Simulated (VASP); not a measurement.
Input of a VASP 6.6.1 run:

Contents of POSCAR:

```
BiTe
1.0
    0.0000000000      3.1332110291      3.1332110291
    3.1332110291      0.0000000000      3.1332110291
    3.1332110291      3.1332110291      0.0000000000
Bi Te
1 1
Direct
    0.0000000000      0.0000000000      0.0000000000
    0.5000000000      0.5000000000      0.5000000000
```

Contents of INCAR.step1:

```
PREC = Accurate
ENCUT = 520
ISMEAR = 0
SIGMA = 0.1
LREAL = F
LASPH = T
NELM = 60
NBANDS = 18
GGA = PE
ALGO = Normal
EDIFF = 1E-4
LWAVE = T
LCHARG = F
```

Contents of INCAR.step2:

```
PREC = Accurate
ENCUT = 520
EDIFF = 1E-6
ISMEAR = 0
SIGMA = 0.1
LREAL = F
LASPH = T
NELM = 60
ALGO = Normal
ISIF = 2
LWAVE = F
LCHARG = F
METAGGA = R2SCAN
LMIXTAU = T
NBANDS = 18
ISTART = 1
```

Contents of KPOINTS:

```
regular mesh
0
Gamma
  12 12 12
```

Potentials or basis: VASP PAW PBE potentials, release 64 (Bi_d, Te).

Run with:

```console
$ cat potpaw_PBE.64/Bi_d/POTCAR potpaw_PBE.64/Te/POTCAR > POTCAR
$ cp INCAR.step1 INCAR
$ mpirun -np 1 vasp_std > vasp.out
$ cp INCAR.step2 INCAR
$ mpirun -np 1 vasp_std > vasp.out
```

**Question.** Estimate the pressure.

**Answer.** 6.0 GPa.

Caveat: the PAW data sets were made with another functional, which shifts forces and pressure a little.
